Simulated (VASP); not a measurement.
# Si16N (a cell with a defect) in VASP: further runs, part 2 of 2

VASP 6.6.1. The steps go on from the part before.

## (3) Single point, PBE, collinear spin, zero start

INCAR

```
PREC = Accurate ; ENCUT = 520
EDIFF = 1E-6 ; ISMEAR = -1
SIGMA = 0.05 ; LREAL = Auto
LASPH = T ; NELM = 150
ALGO = Normal ; ISIF = 2
LWAVE = F ; LCHARG = F
ISPIN = 2 ; MAGMOM = 0 0 0 0 0 0 0 0 0 0 0 0 0 0 0 0 0
LORBIT = 11 ; GGA = PE
NBANDS = 52
```

KPOINTS

```
regular mesh
0
Gamma
  2 2 2
```

POSCAR

```
Si16N
1.0
    0.0000000000      5.4300000000      5.4300000000
    5.4300000000      0.0000000000      5.4300000000
    5.4300000000      5.4300000000      0.0000000000
Si N
16 1
Direct
   -0.0332872928      0.0192173112      0.0010773481
    0.1243830571      0.0971454880      0.1362246777
    0.0274861878      0.0152946593      0.4973572744
    0.1451197053      0.1636832413      0.6205340700
    0.0791896869      0.4440147330      0.0238121547
    0.1729465930      0.6441068140      0.0807734807
    0.0066206262      0.5450736648      0.4577440147
    0.1399447514      0.6110681400      0.6602025783
    0.4864640884      0.0219705341     -0.0255064457
    0.5519705341      0.1938858195      0.1105524862
    0.5296593002     -0.0003959484      0.4588121547
    0.6581491713      0.1419244936      0.5519429098
    0.5461418048      0.5505616943     -0.0173020258
    0.6817863720      0.6375322284      0.1542173112
    0.4781491713      0.4999907919      0.4799355433
    0.5537016575      0.5561325967      0.6926151013
    0.7019705341      0.7453038674      0.4686556169
```

Potentials or basis: VASP PAW PBE potentials, release 64 (Si, N).

Command:

```sh
cat potpaw_PBE.64/Si/POTCAR potpaw_PBE.64/N/POTCAR > POTCAR
mpirun -np 1 vasp_std > vasp.out
```

OUTCAR:

```text
PREC = Accurate
   ENCUT = 520
   EDIFF = 1E-6
   ISMEAR = -1
   LREAL = Auto
   LASPH = T
   NELM = 150
   ISIF = 2
   ISPIN = 2
   LORBIT = 11
   GGA = PE

 ion  position               nearest neighbor table
   1  0.967  0.019  0.001-   2 2.35   6 2.41   4 2.43  10 2.61
   2  0.124  0.097  0.136-   5 2.24   9 2.29   3 2.30   1 2.35
   3  0.027  0.015  0.497-   2 2.30  12 2.37   4 2.44   8 2.54
   4  0.145  0.164  0.621-   7 2.41   1 2.43   3 2.44  11 2.45
   5  0.079  0.444  0.024-   2 2.24   6 2.27   8 2.32  14 2.53
   6  0.173  0.644  0.081-   5 2.27  13 2.37   7 2.38   1 2.41  16 3.04
   7  0.007  0.545  0.458-  17 2.04   6 2.38   4 2.41   8 2.57  16 2.99
   8  0.140  0.611  0.660-  15 2.18   5 2.32   3 2.54   7 2.57  16 3.11
[... 1045 lines left out ...]
      2.54030      0.55930      2.84100         0.988145     -1.582076     -0.199324
      3.93610      1.37770      4.43660         0.991705      0.449644      0.397385
[... 9 lines left out ...]
      6.78070      6.76750      6.02640        -0.595008     -0.426495      2.396049
      6.59180      6.35650      7.85870        -1.589168      1.724004     -1.831678
 -----------------------------------------------------------------------------------
    total drift:                               -0.003942      0.005033     -0.005188

  FREE ENERGIE OF THE ION-ELECTRON SYSTEM (eV)
  ---------------------------------------------------
  free  energy   TOTEN  =       -88.8813909696 eV

  energy  without entropy=      -88.8462240711  energy(sigma->0) =      -88.86380752

 total charge

# of ion       s       p       d       tot
------------------------------------------
    1        0.763   0.868   0.000   1.631
    2        0.751   0.977   0.000   1.729
    3        0.755   0.896   0.000   1.650
    4        0.764   0.861   0.000   1.625
    5        0.759   0.934   0.000   1.693
    6        0.752   0.910   0.000   1.662
[... 9 lines left out ...]
   16        0.804   0.843   0.000   1.647
   17        1.258   2.478   0.000   3.736
--------------------------------------------------
tot         13.507  16.825   0.000  30.332

 magnetization (x)

# of ion       s       p       d       tot
------------------------------------------
    1        0.000   0.000   0.000   0.000
    2       -0.000  -0.000   0.000  -0.000
    3        0.000   0.000   0.000   0.000
    4       -0.000  -0.000   0.000  -0.000
    5       -0.000  -0.000   0.000  -0.000
    6        0.000   0.000   0.000   0.000
[... 9 lines left out ...]
   16       -0.000  -0.000   0.000  -0.000
   17        0.000  -0.000   0.000   0.000
--------------------------------------------------
tot         -0.000  -0.000   0.000  -0.000
```

OSZICAR:

```text
N       E                     dE             d eps       ncg     rms          rms(c)
DAV:   1     0.178541759884E+03    0.17854E+03   -0.26519E+04  1664   0.109E+03
DAV:   2    -0.729153644305E+02   -0.25146E+03   -0.23666E+03  2028   0.170E+02
DAV:   3    -0.921219025542E+02   -0.19207E+02   -0.18799E+02  2124   0.431E+01
DAV:   4    -0.925857732573E+02   -0.46387E+00   -0.46228E+00  2104   0.797E+00
DAV:   5    -0.925962000443E+02   -0.10427E-01   -0.10419E-01  2076   0.116E+00    0.162E+01
DAV:   6    -0.890839781495E+02    0.35122E+01   -0.92784E+00  2504   0.151E+01    0.940E+00
DAV:   7    -0.889805042092E+02    0.10347E+00   -0.43029E+00  1896   0.699E+00    0.489E+00
DAV:   8    -0.889127994401E+02    0.67705E-01   -0.10016E+00  2000   0.337E+00    0.161E+00
DAV:   9    -0.888755240856E+02    0.37275E-01   -0.17586E-01  2600   0.210E+00    0.479E-01
DAV:  10    -0.888809533827E+02   -0.54293E-02   -0.59702E-02  1888   0.825E-01    0.298E-01
DAV:  11    -0.888813005902E+02   -0.34721E-03   -0.81356E-03  2024   0.315E-01    0.129E-01
DAV:  12    -0.888813423539E+02   -0.41764E-04   -0.49690E-04  2024   0.100E-01    0.668E-02
DAV:  13    -0.888813790039E+02   -0.36650E-04   -0.26023E-04  2008   0.520E-02    0.278E-02
DAV:  14    -0.888813901442E+02   -0.11140E-04   -0.29334E-05  2120   0.242E-02    0.102E-02
DAV:  15    -0.888813909696E+02   -0.82546E-06   -0.70722E-06  1968   0.105E-02
   1 F= -.88881391E+02 E0= -.88863808E+02  d E =-.351669E-01  mag=     0.0000
```

stdout:

```text
POSCAR found type information on POSCAR SiN
 POSCAR found :  2 types and      17 ions
 scaLAPACK will be used
 LDA part: xc-table for (Slater+PW92), standard interpolation
 POSCAR, INCAR and KPOINTS ok, starting setup
 FFT: planning ... GRIDC
 FFT: planning ... GRID_SOFT
 FFT: planning ... GRID
 WAVECAR not read
 entering main loop
```

Wall time 5.7 min (1 thread of Intel Xeon 6975P-C (Granite Rapids), shared host); peak memory 0.7 GiB.

Results:

```
Free energy                                           : -88.8814 eV
Pressure                                              : 1.5 GPa
Largest force                                         : 3.177 eV/Å
Net moment                                            : 0.00 μB per cell
Valence electrons inside the program's atomic spheres : Si 1.63, 1.73, 1.65, 1.62, 1.69, 1.66, 1.56, 1.67, 1.68, 1.70, 1.78 (each value once); N 3.74
```

Forces in eV/Å, atoms in the order of the input:
```
Si  -0.137 -0.761  0.003
Si  -0.538  0.346 -0.532
Si   0.176  0.922 -0.745
Si  -0.442 -0.509 -1.264
Si   0.988 -1.582 -0.199
Si   0.992  0.450  0.397
Si   1.734 -0.093  0.430
Si   0.788 -3.027 -0.557
Si  -1.316  0.679  1.007
Si  -1.181  0.326  1.122
Si   0.796 -0.099  0.426
Si   1.098  1.543 -1.039
Si   1.146  1.418 -0.778
Si  -0.773 -1.660  1.612
Si  -1.145  0.749 -0.447
Si  -0.595 -0.426  2.396
N   -1.589  1.724 -1.832
```

Levels at points of the mesh, in eV from the Fermi level:
Spin up:
| k point | band 30 | band 31 | band 32 | band 33 | band 34 | band 35 | band 36 | band 37 | band 38 | band 39 |
| --- | --- | --- | --- | --- | --- | --- | --- | --- | --- | --- |
| (0.00, 0.00, 0.00) | -1.10 | -1.05 | -0.83 | -0.68 | -0.37 | -0.24 | -0.11 | -0.02 | 0.48 | 0.57 |
| (0.50, 0.00, 0.00) | -1.73 | -1.32 | -1.04 | -0.87 | -0.62 | 0.12 | 0.47 | 0.71 | 1.00 | 1.20 |
| (0.00, 0.50, 0.00) | -1.81 | -1.44 | -1.11 | -0.84 | -0.53 | -0.02 | 0.43 | 0.74 | 0.88 | 1.27 |
| (0.00, 0.00, 0.50) | -1.62 | -1.31 | -1.26 | -0.79 | -0.71 | 0.16 | 0.41 | 0.53 | 0.84 | 1.18 |
| (0.50, 0.50, 0.50) | -1.40 | -1.09 | -1.01 | -0.90 | -0.74 | 0.20 | 0.30 | 0.43 | 0.81 | 1.14 |
| (0.50, 0.50, 0.00) | -1.60 | -1.57 | -1.36 | -1.21 | -0.69 | -0.06 | 0.50 | 0.79 | 1.28 | 1.39 |
| (0.00, 0.50, 0.50) | -1.84 | -1.66 | -1.35 | -1.26 | -1.06 | 0.54 | 0.82 | 1.16 | 1.46 | 1.81 |
| (0.50, 0.00, 0.50) | -1.82 | -1.51 | -1.36 | -1.25 | -0.96 | 0.38 | 0.60 | 1.08 | 1.47 | 1.76 |
Spin down:
| k point | band 32 | band 33 | band 34 | band 35 | band 36 | band 37 |
| --- | --- | --- | --- | --- | --- | --- |
| (0.00, 0.00, 0.00) | -0.83 | -0.68 | -0.37 | -0.24 | -0.11 | -0.02 |
| (0.50, 0.00, 0.00) | -1.04 | -0.87 | -0.62 | 0.12 | 0.47 | 0.71 |
| (0.00, 0.50, 0.00) | -1.11 | -0.84 | -0.53 | -0.02 | 0.43 | 0.74 |
| (0.00, 0.00, 0.50) | -1.26 | -0.79 | -0.71 | 0.16 | 0.41 | 0.53 |
| (0.50, 0.50, 0.50) | -1.01 | -0.90 | -0.74 | 0.20 | 0.30 | 0.43 |
| (0.50, 0.50, 0.00) | -1.36 | -1.21 | -0.69 | -0.06 | 0.50 | 0.79 |
| (0.00, 0.50, 0.50) | -1.35 | -1.26 | -1.06 | 0.54 | 0.82 | 1.16 |
| (0.50, 0.00, 0.50) | -1.36 | -1.25 | -0.96 | 0.38 | 0.60 | 1.08 |

Caveat: the k points lie up to 0.50 Å⁻¹ apart; no moment was typed at the start, so none could form.

## (4) Single point, PBE, collinear spin, zero start

INCAR

```
SYSTEM = Si16N
  PREC = Accurate
  ENCUT = 520
  EDIFF = 1E-6
  ISMEAR = -1
  SIGMA = 0.05
  LREAL = Auto
  LASPH = .True.
  NELM = 150
  ALGO = Normal
  ISIF = 2
  LWAVE = .False.
  LCHARG = .False.
  ISPIN = 2
  MAGMOM = 0 0 0 0 0 0 0 0 0 0 0 0 0 0 0 0 0
  LORBIT = 11
  GGA = PE
  NBANDS = 52
```

KPOINTS

```
regular mesh
0
Gamma
  2 2 2
  0 0 0
```

POSCAR

```
Si16N
1.0
    0.0000000000      5.4300000000      5.4300000000
    5.4300000000      0.0000000000      5.4300000000
    5.4300000000      5.4300000000      0.0000000000
Si N
16 1
Direct
    0.0232965009      0.0191344383     -0.0405709024
    0.1442081031      0.1143001842      0.1186832413
   -0.0013720074      0.0019060773      0.5098066298
    0.1233057090      0.1520902394      0.5997513812
    0.0131123389      0.5110497238      0.0003314917
    0.1747790055      0.6508195212      0.0978729282
    0.0283793738      0.5596869245      0.4538121547
    0.1164825046      0.6274769797      0.6319521179
    0.5116022099      0.0364825046     -0.0169060773
    0.6767495396      0.1423480663      0.0900092081
    0.5135267035     -0.0074493554      0.4784990792
    0.6448526703      0.0589042357      0.6357550645
    0.5212523020      0.5007734807      0.0498158379
    0.6448434622      0.6875874770      0.1102025783
    0.4923756906      0.4709576427      0.4873480663
    0.5001657459      0.6380662983      0.6765193370
    0.7439042357      0.6992817680      0.4688581952
```

Command:

```sh
cat potpaw_PBE.64/Si/POTCAR potpaw_PBE.64/N/POTCAR > POTCAR
mpirun -np 1 vasp_std > vasp.out
```

It took 5.9 min on 1 thread of Intel Xeon 6975P-C (Granite Rapids), shared host; peak memory 0.71 GiB.

Results (log left out):

- Free energy: -89.6070 eV
- Pressure: 3.1 GPa
- Largest force: 4.129 eV/Å
- Net moment: 0.00 μB per cell
- Valence electrons inside the program's atomic spheres: Si 1.75, 1.66, 1.70, 1.67, 1.65, 1.71, 1.68, 1.74, 1.61, 1.69, 1.62 (each value once); N 3.67

Forces on the atoms (eV/Å):
```
Si  -0.508  1.927  0.930
Si   1.462 -0.623  0.158
Si  -1.436 -0.144  0.550
Si  -0.031 -0.569  1.733
Si  -0.016  1.159  0.056
Si  -0.745 -1.586 -1.083
Si  -0.206 -2.431 -3.332
Si   0.954  1.519  1.567
Si   1.117 -0.304  0.548
Si   1.717 -1.078 -2.048
Si  -1.533 -0.068  0.143
Si   1.373 -1.294  1.358
Si  -0.911 -0.237  1.345
Si  -1.100  1.905 -2.240
Si  -0.008  0.201 -0.028
Si  -1.106  1.192  1.139
N    0.977  0.430 -0.796
```

Stress tensor (GPa, compression positive):
```
 2.84  1.03 -0.08
 1.03  3.21  1.69
-0.08  1.69  3.11
```

Levels at points of the mesh, in eV from the Fermi level:
Spin up:
```csv
k point,band 30,band 31,band 32,band 33,band 34,band 35,band 36,band 37,band 38,band 39
"(0.00, 0.00, 0.00)",-1.22,-0.99,-0.78,-0.71,-0.34,-0.08,0.04,0.14,0.49,0.73
"(0.50, 0.00, 0.00)",-1.49,-1.22,-1.03,-0.59,-0.38,0.01,0.68,0.89,1.17,1.24
"(0.00, 0.50, 0.00)",-1.65,-1.50,-1.24,-0.79,-0.55,0.48,0.73,0.81,1.07,1.20
"(0.00, 0.00, 0.50)",-1.58,-1.39,-1.13,-0.77,-0.73,-0.24,0.72,1.04,1.18,1.19
"(0.50, 0.50, 0.50)",-1.81,-1.29,-0.96,-0.68,-0.48,-0.19,0.44,0.91,1.05,1.34
"(0.50, 0.50, 0.00)",-1.76,-1.48,-1.34,-1.06,-0.72,0.04,0.85,1.12,1.56,1.74
"(0.00, 0.50, 0.50)",-1.87,-1.54,-1.36,-1.03,-0.73,0.13,0.97,1.21,1.76,1.88
"(0.50, 0.00, 0.50)",-1.81,-1.64,-1.55,-1.35,-0.50,0.52,0.94,1.30,1.72,1.91
```
Spin down:
```tsv
k point	band 32	band 33	band 34	band 35	band 36	band 37
(0.00, 0.00, 0.00)	-0.78	-0.71	-0.34	-0.08	0.04	0.14
(0.50, 0.00, 0.00)	-1.03	-0.59	-0.38	0.01	0.68	0.89
(0.00, 0.50, 0.00)	-1.24	-0.79	-0.55	0.48	0.73	0.81
(0.00, 0.00, 0.50)	-1.13	-0.77	-0.73	-0.24	0.72	1.04
(0.50, 0.50, 0.50)	-0.96	-0.68	-0.48	-0.19	0.44	0.91
(0.50, 0.50, 0.00)	-1.34	-1.06	-0.72	0.04	0.85	1.12
(0.00, 0.50, 0.50)	-1.36	-1.03	-0.73	0.13	0.97	1.21
(0.50, 0.00, 0.50)	-1.55	-1.35	-0.50	0.52	0.94	1.30
```

Caveat: the k points lie up to 0.50 Å⁻¹ apart; no moment was typed at the start, so none could form.

## (5) Single point, PBE, collinear spin, ferromagnetic start

INCAR

```
SYSTEM = Si16N
  PREC = Accurate
  ENCUT = 520
  EDIFF = 1E-6
  ISMEAR = -1
  SIGMA = 0.002
  LREAL = Auto
  LASPH = .TRUE.
  NELM = 150
  ALGO = Normal
  ISIF = 2
  LWAVE = .FALSE.
  LCHARG = .FALSE.
  ISPIN = 2
  MAGMOM = 0 0 0 0 0 0 0 0 0 0 0 0 0 0 0 0 1
  LORBIT = 11
  GGA = PE
  NBANDS = 52
```

KPOINTS

```
regular mesh
0
G
  2 2 2
  0 0 0
```

POSCAR

```
Si16N
1.0
    0.0000000000      5.4300000000      5.4300000000
    5.4300000000      0.0000000000      5.4300000000
    5.4300000000      5.4300000000      0.0000000000
Si N
16 1
Direct
    0.0277255985      0.0725322284     -0.0471915285
    0.1588581952      0.1457642726      0.1307182320
    0.0361141805      0.0395764273      0.4691528545
    0.2232228361      0.1334069982      0.5854696133
    0.0244475138      0.5238213628     -0.0050368324
    0.1449539595      0.6889318600      0.0853038674
    0.0077255985      0.5382228361      0.4501197053
    0.0729834254      0.6725598527      0.6209023941
    0.5183057090     -0.0230018416      0.0415837937
    0.6700276243      0.1422928177      0.0997882136
    0.6051381215     -0.0495211786      0.4567955801
    0.6526979742      0.0889594843      0.6572283610
    0.5300736648      0.5138674033     -0.0311602210
    0.6600460405      0.6135635359      0.1929005525
    0.4181860037      0.4675966851      0.5199907919
    0.6261418048      0.4557182320      0.6789594843
    0.6781583794      0.6763720074      0.4507366483
```

Command:

```sh
cat potpaw_PBE.64/Si/POTCAR potpaw_PBE.64/N/POTCAR > POTCAR
mpirun -np 1 vasp_std > vasp.out
```

It took 17 min on 1 thread of Intel Xeon 8259CL, shared host; peak memory 0.72 GiB.

It converged, with:

```
Free energy                                           : -89.3194 eV
Pressure                                              : 0.7 GPa
Largest force                                         : 4.035 eV/Å
Net moment                                            : 0.00 μB per cell
Valence electrons inside the program's atomic spheres : Si 1.68, 1.75, 1.70, 1.60, 1.66, 1.67, 1.58, 1.69, 1.71, 1.61 (each value once); N 3.69
```

Forces on the atoms (eV/Å):
```
Si  -0.882  1.240  0.171
Si  -1.616 -2.738  1.162
Si   2.514  2.414 -2.032
Si   0.070 -1.568 -0.363
Si   0.030  0.039  0.140
Si  -0.656 -0.002  0.439
Si   0.109  0.095 -0.913
Si   0.620 -0.179 -0.265
Si  -0.546  0.026  1.213
Si   0.459 -0.721 -0.426
Si  -0.087  0.386 -1.216
Si  -0.102 -0.724  0.504
Si   2.285  1.231  0.011
Si   0.366 -0.399 -0.394
Si  -1.725  1.345 -0.321
Si  -0.848 -0.848  0.347
N    0.010  0.403  1.943
```

Stress tensor (GPa, compression positive):
```
 0.76  1.75 -3.64
 1.75  0.03 -2.11
-3.64 -2.11  1.44
```

Levels at points of the mesh, in eV from the Fermi level:
Spin up:
```tsv
k point	band 31	band 32	band 33	band 34	band 35	band 36	band 37	band 38
(0.00, 0.00, 0.00)	-0.86	-0.55	-0.50	-0.22	-0.10	0.38	0.52	0.78
(0.50, 0.00, 0.00)	-0.95	-0.86	-0.44	-0.33	0.27	0.74	1.04	1.39
(0.00, 0.50, 0.00)	-1.13	-0.63	-0.43	-0.32	-0.20	0.74	0.88	1.35
(0.00, 0.00, 0.50)	-1.18	-0.87	-0.83	-0.19	0.05	0.92	1.12	1.22
(0.50, 0.50, 0.50)	-1.13	-0.98	-0.83	-0.58	-0.08	0.53	0.88	1.16
(0.50, 0.50, 0.00)	-1.40	-1.23	-1.04	-0.60	-0.04	0.72	1.28	1.36
(0.00, 0.50, 0.50)	-1.46	-1.28	-0.78	-0.52	0.68	1.20	1.32	1.72
(0.50, 0.00, 0.50)	-1.33	-1.20	-0.98	-0.51	0.36	1.07	1.37	1.75
```
Spin down:
```csv
k point,band 30,band 31,band 32,band 33,band 34,band 35,band 36,band 37,band 38,band 39
"(0.00, 0.00, 0.00)",-1.01,-0.86,-0.55,-0.50,-0.22,-0.10,0.38,0.52,0.78,0.99
"(0.50, 0.00, 0.00)",-1.54,-0.95,-0.86,-0.44,-0.33,0.27,0.74,1.04,1.39,1.58
"(0.00, 0.50, 0.00)",-1.77,-1.13,-0.63,-0.43,-0.32,-0.20,0.74,0.88,1.35,1.41
"(0.00, 0.00, 0.50)",-1.30,-1.18,-0.87,-0.83,-0.19,0.05,0.92,1.12,1.22,1.44
"(0.50, 0.50, 0.50)",-1.33,-1.13,-0.98,-0.83,-0.58,-0.08,0.53,0.88,1.16,1.52
"(0.50, 0.50, 0.00)",-1.50,-1.40,-1.23,-1.04,-0.60,-0.04,0.72,1.28,1.36,1.78
"(0.00, 0.50, 0.50)",-1.51,-1.46,-1.28,-0.78,-0.52,0.68,1.20,1.32,1.72,1.91
"(0.50, 0.00, 0.50)",-1.66,-1.33,-1.20,-0.98,-0.51,0.36,1.06,1.37,1.75,1.96
```

Caveat: the k points lie up to 0.50 Å⁻¹ apart; the atoms stand as in a frame of molecular dynamics.

## (6) Summary

```tsv
spin	cell	smearing	gap on the mesh (eV)	pressure (GPa)	moment (μB)	largest force (eV/Å)
collinear, zero start	as given, atomic positions A	fermi-dirac 0.05 eV	none	3.5	0.00	5.25
collinear, zero start	as given, atomic positions B	fermi-dirac 0.05 eV	none	1.5	0.00	3.18
collinear, zero start	as given, atomic positions C	fermi-dirac 0.05 eV	none	3.1	0.00	4.13
collinear, ferromagnetic start	as given, atomic positions D	fermi-dirac 0.002 eV	none	0.7	0.00	4.03
```

Alike in all rows: task single point; level PBE; potentials or basis VASP PAW PBE potentials, release 64 (Si, N); k mesh 2 × 2 × 2; cutoff (eV) 520.

Caveats: all runs use coarse meshes; no moment was typed at the start, so none could form (at least some runs); the atoms stand as in a frame of molecular dynamics (at least some runs).

Absolute energies hang on the potentials; compare differences alone.
